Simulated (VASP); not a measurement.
System: Ga2Ag.

```xyz
24
Lattice="7.7150 0.0518 0.0629 0.0518 7.5648 0.4256 0.0629 0.4256 7.8265" Properties=species:S:1:pos:R:3 pbc="T T T"
Ga    4.6080    2.1574    2.8833
Ga    0.9029    3.2951    5.2238
Ga    3.4981    6.7852    7.7671
Ga    2.7588    3.6723    3.2020
Ga    8.1441    0.8740    5.6081
Ga    1.8461    2.0369    7.4543
Ga    0.7196    6.7094    7.9839
Ga    7.3054    5.9605    5.1775
Ga    2.7864    0.5217    4.5305
Ga    7.2146    4.3163    2.9296
Ga    6.0037    0.1762   -0.1356
Ga    1.3865    1.5953    2.4882
Ga    6.8569    2.3241    1.2934
Ga    4.1890    5.4291    4.6028
Ga    4.3286    2.8682    7.6138
Ga    3.6553    0.4099    1.6055
Ag    4.6997    4.9405    1.8488
Ag    1.8521    5.3429    6.1175
Ag    5.8169    3.0860    4.9979
Ag    5.7292    4.8457    7.0888
Ag    1.2435    3.8024    1.0181
Ag    1.6195    6.1970    2.7737
Ag    5.1822    0.3021    5.1516
Ag    6.3442    7.1215    2.8767
```

Base run:

| Quantity | Value |
| --- | --- |
| Program | VASP 6.6.1 |
| Functional | PBE |
| Potentials or basis | VASP PAW PBE potentials, release 64 (Ga_d, Ag) |
| Cutoff | 400 eV |
| k mesh | 1 × 1 × 1, shifted |
| Occupations | fermi-dirac, width 0.05 eV |
| Spin | no spin polarisation |

Its results: pressure 3.4 GPa; largest force 1.531 eV/Å.

Task: The run is repeated on the same cell with these changes: cutoff from 400 eV to 520 eV; further incar settings from LREAL = Auto; ALGO = Normal; EDIFF = 1e-06; NBANDS = 166; ISYM = -1 to LREAL = Auto; ALGO = Normal; EDIFF = 1e-06; NBANDS = 166; ISYM = 0. What comes out?

Result: Pressure 3.8 GPa; largest force 1.533 eV/Å.

Caveats: some runs use coarse meshes; the atoms stand as in a frame of molecular dynamics.
